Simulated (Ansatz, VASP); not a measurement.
CsCu3: VASP beside Ansatz

INCAR

```
SYSTEM = CsCu3
PREC = Accurate
ENCUT = 600
EDIFF = 1E-6
ISMEAR = 0
SIGMA = 0.1
LREAL = .FALSE.
LASPH = .TRUE.
NELM = 100
ALGO = Fast
ISIF = 3
LWAVE = .FALSE.
LCHARG = .FALSE.
GGA = PE
IBRION = 2
NSW = 100
EDIFFG = -0.01
```

File KPOINTS:

```
Automatic mesh
0
G
  10 10 10
  0 0 0
```

POSCAR

```
CsCu3
1.0
    4.3426478566      0.0000000000      0.0000000000
    0.0000000000      4.3426478566      0.0000000000
    0.0000000000      0.0000000000      4.3426478566
Cs Cu
1 3
Direct
    0.0000000000      0.0000000000      0.0000000000
    0.0000000000      0.5000000000      0.5000000000
    0.5000000000      0.0000000000      0.5000000000
    0.5000000000      0.5000000000      0.0000000000
```

Input for Ansatz:

```yaml
crystal:
  lattice:
    - [4.3426478566, 0.0, 0.0]
    - [0.0, 4.3426478566, 0.0]
    - [0.0, 0.0, 4.3426478566]
  atoms:
    - { symbol: Cs, position: [0.0, 0.0, 0.0] }
    - { symbol: Cu, position: [0.0, 0.5, 0.5] }
    - { symbol: Cu, position: [0.5, 0.0, 0.5] }
    - { symbol: Cu, position: [0.5, 0.5, 0.0] }
basis:
  ecutwfc: 420
kpoints:
  mp_grid: { grid: [10, 10, 10] }
hamiltonian:
  xc: pbe
scf:
  occupations: { method: gaussian, width: 0.1 }
output:
  forces: true
  stress: true
  eigenvalues: true
relax:
  adjacent_minimum: "off"
  f_tol: 0.01
  max_steps: 80
  cell: { stress_tol: 0.05 }
```

Alike in both runs: task relaxation of cell and atoms; functional PBE; k mesh 10 × 10 × 10; occupations gaussian, width 0.1 eV; no spin polarisation.

|  | VASP | Ansatz |
| --- | --- | --- |
| version | VASP 6.6.1 | Ansatz 0.2.0 |
| potentials or method | VASP PAW PBE potentials, release 64 (Cs_sv, Cu), cutoff 600 eV | scalar-relativistic, plane waves, PAW |
| valence electrons in the cell | 42 | 66 |

VASP gave:

- gap on the k mesh at the Fermi level, each at its own relaxed structure (eV): none
- relaxed volume (Å³/atom): 22.51
- relaxed length of the cell vector where the two differ most in proportion (Å): 4.482

Estimate Ansatz's values.

gap on the k mesh at the Fermi level, each at its own relaxed structure (eV): none; relaxed volume (Å³/atom): 22.06; relaxed length of the cell vector where the two differ most in proportion (Å): 4.452.

A gap of «none» marks a metal or a gap that the smearing closes. VASP's potentials hold 42 valence electrons a cell and Ansatz's 66, so a difference there can come from the potentials and not from the codes.

Spin-orbit coupling is off throughout.
